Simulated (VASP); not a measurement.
A run of VASP 6.6.1:

INCAR

```
ALGO     = Fast           # electronic algorithm
EDIFF    = 1E-6           # SCF threshold, eV
ENCUT    = 520            # plane-wave cutoff, eV
GGA      = PS             # functional
ISIF     = 2              # what is computed and relaxed
ISMEAR   = 0              # smearing method
LASPH    = True           # aspherical terms in the spheres
LCHARG   = False          # write CHGCAR
LREAL    = False          # projectors in reciprocal space
LWAVE    = False          # write WAVECAR
NBANDS   = 35             # bands
NELM     = 80             # most SCF steps
PREC     = Accurate       # precision mode
SIGMA    = 0.15           # smearing width, eV
```

Contents of KPOINTS:

```
k-points
0
Gamma
  12 12 12
```

File POSCAR:

```
Ta2Si
1.0
   -3.1911117883      3.1911117883      2.4191033869
    3.1911117883     -3.1911117883      2.4191033869
    3.1911117883      3.1911117883     -2.4191033869
Ta Si
4 2
Direct
    0.6630661939      0.8369338061      0.5000000000
    0.8369338061      0.3369338061      0.1738676123
    0.3369338061      0.1630661939      0.5000000000
    0.1630661939      0.6630661939      0.8261323878
    0.2500000000      0.2500000000      0.0000000000
    0.7500000000      0.7500000000      0.0000000000
```

Potentials or basis: VASP PAW PBE potentials, release 64 (Ta_pv, Si).

Launch:

```sh
$ cat potpaw_PBE.64/Ta_pv/POTCAR potpaw_PBE.64/Si/POTCAR > POTCAR
$ mpirun -np 1 vasp_std > vasp.out
```

Hardware: 1 thread of Intel(R) Xeon(R) Platinum 8259CL CPU @ 2.50GHz (Skylake/Cascade Lake), with other jobs on the host.

Question: Estimate the wall time of this run.

Answer: Wall time 11 min on 1 thread of Intel(R) Xeon(R) Platinum 8259CL CPU @ 2.50GHz (Skylake/Cascade Lake), with other jobs on the host, peak memory 0.56 GiB. Counts: scf iterations 16, k points 163.
